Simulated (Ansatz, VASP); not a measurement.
AlRu in VASP and in Ansatz

```
Ru Al
1.0
     2.99160    0.00000    0.00000
     0.00000    2.99160    0.00000
     0.00000    0.00000    2.99160
Ru Al
1 1
Cartesian
  1.4958 1.4958 1.4958
  0.0000 0.0000 0.0000
```

Alike in both runs: task relaxation of cell and atoms; functional BLYP; dispersion D3(BJ); k mesh 9 × 9 × 9; occupations fermi-dirac, width 0.05 eV; no spin polarisation.

```csv
,VASP,Ansatz
version,VASP 6.6.1,Ansatz 0.2.0
potentials or method,"VASP PAW PBE potentials, release 64 (Ru_pv, Al)",Ansatz PAW
plane-wave cutoff (eV),600,420
valence electrons in the cell,17,19
```

```tsv
	VASP	Ansatz	Ansatz less VASP
gap on the k mesh at the Fermi level, each at its own relaxed structure (eV)	none	none	-
relaxed volume (Å³/atom)	13.05	13.01	-0.040
relaxed cell length with the largest relative difference (Å)	2.966	2.963	-0.0030
```

VASP's potentials were made for PBE, not for BLYP. A gap of «none» marks a metal or a gap that the smearing closes. VASP's potentials hold 17 valence electrons a cell and Ansatz's 19, so a difference there can come from the potentials and not from the codes.

Noted on Ansatz's run: the plane-wave basis is chosen anew once the cell has moved, so the energies of steps on either side of that aren't comparable.
